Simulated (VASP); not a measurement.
# InP in VASP: single point with PBEsol

Aim: the single point of InP with PBEsol.

Program: VASP 6.6.1. These are calculated values, not measurements. Logs are shortened: lines on timing, memory, paths and dates and some standing lists are left out, and cuts for length are marked.

**1. The cell of the first run**

The cell holds a slab with vacuum, 6 atoms: a = 4.157 Å, b = 5.878 Å, c = 19.157 Å, α = 90.00°, β = 90.00°, γ = 90.00°.

**2. Single point, PBEsol**

INCAR

```
  PREC = Accurate
  ENCUT = 520
  EDIFF = 1E-6
  ISMEAR = 0
  SIGMA = 0.05
  LREAL = False
  LASPH = True
  NELM = 80
  ALGO = Normal
  ISIF = 2
  LWAVE = False
  LCHARG = True
  LDIPOL = True
  IDIPOL = 3
  DIPOL = 0.5 0.5 0.500
  GGA = PS
  LELF = True
  LVHAR = True
  LVACPOTAV = True
  NBANDS = 36
```

KPOINTS

```
regular mesh
0
Gamma
  8 6 1
```

POSCAR

```
InP
1.0
    4.1565024020      0.0000000000      0.0000000000
    0.0000000000      5.8781820690      0.0000000000
    0.0000000000      0.0000000000     19.1565024020
In P
3 3
Direct
    0.5000000000      0.5351845315      0.4099795833
    0.0000000000     -0.0429811615      0.5000126479
    0.5000000000      0.5351625704      0.5900171249
    0.0000000000      0.7538178834      0.3796304100
    0.5000000000      0.2150300725      0.4999944685
    0.0000000000      0.7537861037      0.6203657653
```

Potentials or basis: VASP PAW PBE potentials, release 64 (In_d, P).

The run is started by

```bash
cat potpaw_PBE.64/In_d/POTCAR potpaw_PBE.64/P/POTCAR > POTCAR
mpirun -np 1 vasp_std > vasp.out
```

OUTCAR:

```text
PREC = Accurate
   ENCUT = 520
   EDIFF = 1E-6
   ISMEAR = 0
   LREAL = False
   LASPH = True
   NELM = 80
   ISIF = 2
   GGA = PS

 ion  position               nearest neighbor table
   1  0.500  0.535  0.410-   4 2.51   4 2.51   5 2.55   3 3.45   2 3.67   2 3.67
   2  0.000  0.957  0.500-   5 2.57   5 2.57   6 2.60   4 2.60   3 3.67   3 3.67   1 3.67   1 3.67

   3  0.500  0.535  0.590-   6 2.51   6 2.51   5 2.55   1 3.45   2 3.67   2 3.67
   4  0.000  0.754  0.380-   1 2.51   1 2.51   2 2.60
   5  0.500  0.215  0.500-   1 2.55   3 2.55   2 2.57   2 2.57
   6  0.000  0.754  0.620-   3 2.51   3 2.51   2 2.60

  LATTYP: Found a simple orthorhombic cell.
 ALAT       =     4.1565024020
 B/A-ratio  =     1.4142135624
 C/A-ratio  =     4.6088033999

  Lattice vectors:

 A1 = (   4.1565024020,   0.0000000000,   0.0000000000)
 A2 = (   0.0000000000,   5.8781820690,   0.0000000000)
 A3 = (   0.0000000000,   0.0000000000,  19.1565024020)

Analysis of symmetry for initial positions (statically):
=====================================================================
 Subroutine PRICEL returns:
 Original cell was already a primitive cell.

 Routine SETGRP: Setting up the symmetry group for a
 simple orthorhombic supercell.

 Subroutine GETGRP returns: Found  2 space group operations
 (whereof  2 operations were pure point group operations)
 out of a pool of  8 trial point group operations.

The static configuration has the point symmetry C_1h.

Analysis of symmetry for dynamics (positions and initial velocities):
=====================================================================
 Subroutine PRICEL returns:
 Original cell was already a primitive cell.

 Routine SETGRP: Setting up the symmetry group for a
 simple orthorhombic supercell.

 Subroutine GETGRP returns: Found  2 space group operations
 (whereof  2 operations were pure point group operations)
 out of a pool of  8 trial point group operations.

The dynamic configuration has the point symmetry C_1h.

 Subroutine INISYM returns: Found  2 space group operations
 (whereof  2 operations are pure point group operations),
 and found     1 'primitive' translations

----------------------------------------------------------------------------------------

                                     Primitive cell

  volume of cell :     468.0447

  direct lattice vectors                    reciprocal lattice vectors
[... 96 lines left out ...]
   ISIF   =      2    stress and relaxation
   ISYM   =      2    0-nonsym 1-usesym 2-fastsym
   POTIM  = 0.5000    time-step for ionic-motion
   TEBEG  =    0.0;   TEEND  =   0.0 temperature during run
   PSTRESS=    0.0 pullay stress
   NELECT =      54.0000    total number of electrons
   NUPDOWN=      -1.0000    fix difference up-down
   EMIN   =  10.00;   EMAX   =-10.00  energy-range for DOS
   EFERMI =   0.00;   METHOD = LEGACY
   ISMEAR =     0;   SIGMA  =   0.05  broadening in eV -4-tet -1-fermi 0-gaus
   EFERMI_NEDOS =   21; number of points for ismear=-14 and -15
   IALGO  =     38    algorithm
   IMIX   =      4    mixing-type and parameters
     AMIX     =   0.40;   BMIX     =  1.00
     AMIX_MAG =   1.60;   BMIX_MAG =  1.00
  volume/ion in A,a.u.               =      78.01       526.42
  Fermi-wavevector in a.u.,A,eV,Ry     =   0.796973  1.506061  8.641959  0.635166
  Thomas-Fermi vector in A             =   1.903600
   LORBIT       =      0    0 simple, 1 ext, 2 COOP (PROOUT), +10 PAW based schemes
   GGA     = PS    functional components
   LHFCALC =     F    Hartree Fock is set to
   AEXX    =    0.0000 exact exchange contribution
   IVDW    =     0    specifies the selected vdW correction
   LEPSILON=     F    determine dielectric tensor
   LRPA    =     F    only Hartree local field effects (RPA)
 non-spin polarized calculation
 Gauss-broadening in eV      SIGMA  =   0.05
  energy-cutoff  :      520.00
  volume of cell :      468.04
 maximum number of plane-waves:     12648
 NGX is ok and might be reduce to    32
   NGX = 15   NGY = 21   NGZ = 71

 dipolmoment           0.000000      0.000000      0.000000 electrons x Angstroem

 number of electron      54.0000014 magnetization

 dipolmoment           0.000000      0.000000     -0.000060 electrons x Angstroem

 Free energy of the ion-electron system (eV)
  ---------------------------------------------------
  ext. energy  EPLUGINS =         0.00000000
  ---------------------------------------------------
  free energy    TOTEN  =       -25.24753755 eV

  energy without entropy =      -25.24753755  energy(sigma->0) =      -25.24753755

 E-fermi :  -1.6760     XC(G=0):  -3.7603

 val. band max:       -1.9069066547   @ k =   0.0000   0.0000   0.0000
 cond. band min:      -1.3656211645   @ k =   0.5000   0.0000   0.0000
 fundamental gap:      0.5412854901
 Fermi energy:        -1.6760256566

 k-point     1 :       0.0000    0.0000    0.0000
  band No.  band energies     occupation
      1     -16.2191      2.00000
      2     -16.1683      2.00000
      3     -16.1482      2.00000
      4     -16.0299      2.00000
      5     -16.0234      2.00000
      6     -16.0090      2.00000
[... 769 lines left out ...]
     35       3.5732      0.00000
     36       4.4003      0.00000

------------------------ aborting loop because EDIFF is reached ----------------------------------------

  FORCE on cell =-STRESS in cart. coord.  units (eV):
  Direction    XX          YY          ZZ          XY          YZ          ZX
  --------------------------------------------------------------------------------------
  -------------------------------------------------------------------------------------
  Total       -2.1944631     -1.7879594     -0.0536439      0.0000000     -0.0010932      0.0000000
  in kB       -7.5119307     -6.1204161     -0.1836299      0.0000000     -0.0037422      0.0000000
  external PRESSURE =      -4.6053256 kB  Pullay stress =       0.0000000 kB

 VOLUME and BASIS-vectors are now :
 -----------------------------------------------------------------------------
  energy-cutoff  :      520.00
  volume of cell :      468.04
      direct lattice vectors                 reciprocal lattice vectors
     4.156502402  0.000000000  0.000000000     0.240586893  0.000000000  0.000000000
     0.000000000  5.878182069  0.000000000     0.000000000  0.170120624  0.000000000
     0.000000000  0.000000000 19.156502402     0.000000000  0.000000000  0.052201596

 POSITION                                       TOTAL-FORCE (eV/Angst)
 -----------------------------------------------------------------------------------
      2.07825      3.14591      7.85377         0.000000      0.007100      0.003987
      0.00000      5.62553      9.57849         0.000000     -0.006192     -0.001913
      2.07825      3.14578     11.30266         0.000000      0.006471     -0.004682
      0.00000      4.43108      7.27239         0.000000     -0.003372     -0.001478
      2.07825      1.26399      9.57815         0.000000     -0.000634      0.000477
      0.00000      4.43089     11.88404         0.000000     -0.003373      0.003610
 -----------------------------------------------------------------------------------
    total drift:                                0.000000     -0.000105     -0.000021

  FREE ENERGIE OF THE ION-ELECTRON SYSTEM (eV)
  ---------------------------------------------------
  free  energy   TOTEN  =       -25.2475375519 eV

  energy  without entropy=      -25.2475375519  energy(sigma->0) =      -25.24753755

 vacuum level on the upper side and lower side of the slab         3.300         3.301
```

OSZICAR:

```text
N       E                     dE             d eps       ncg     rms          rms(c)
DAV:   1     0.430412410656E+03    0.43041E+03   -0.22070E+04  1552   0.124E+03
DAV:   2     0.203942076182E+02   -0.41002E+03   -0.40257E+03  1636   0.315E+02
DAV:   3    -0.248040299339E+02   -0.45198E+02   -0.44779E+02  1816   0.140E+02
[... 15 lines left out ...]
DAV:  19    -0.252474835473E+02   -0.22979E-04   -0.69339E-07  1220   0.392E-03    0.187E-03
DAV:  20    -0.252475199883E+02   -0.36441E-04   -0.18388E-06  1208   0.327E-03    0.566E-04
DAV:  21    -0.252475309968E+02   -0.11008E-04   -0.38673E-07  1300   0.275E-03    0.434E-04
DAV:  22    -0.252475367650E+02   -0.57682E-05   -0.28900E-07  1164   0.136E-03    0.155E-04
DAV:  23    -0.252475375519E+02   -0.78696E-06   -0.21577E-08  1208   0.101E-03
   1 F= -.25247538E+02 E0= -.25247538E+02  d E =-.322810E-12
```

stdout:

```text
POSCAR found type information on POSCAR InP
 POSCAR found :  2 types and       6 ions
 scaLAPACK will be used
 -----------------------------------------------------------------------------
|                                                                             |
[... 23 lines left out ...]
|     field-free region was found. Please increase the size of  your cell     |
|     in the dimension of the dipole correction to obtain accurate            |
|     workfunction values.                                                    |
|                                                                             |
 -----------------------------------------------------------------------------
```

Wall time 8.8 min (1 thread of Oxide Virtual Turin-like, shared host); peak memory 0.58 GiB.

Results:

```yaml
Free_energy: -25.2475 eV
Largest_force: 0.008 eV/Å
Band_gap_on_the_k_mesh: 0.54 eV (least direct gap 1.06 eV)
```

Forces on the atoms (eV/Å):
```
In   0.000  0.007  0.004
In   0.000 -0.006 -0.002
In   0.000  0.006 -0.005
P    0.000 -0.003 -0.001
P    0.000 -0.001  0.000
P    0.000 -0.003  0.004
```

Caveat: semilocal functionals underestimate gaps, and a narrow one can read as zero; the PAW data sets were made with another functional, which shifts forces and pressure a little; spin-orbit coupling is left out, which moves the levels of the heavy elements.
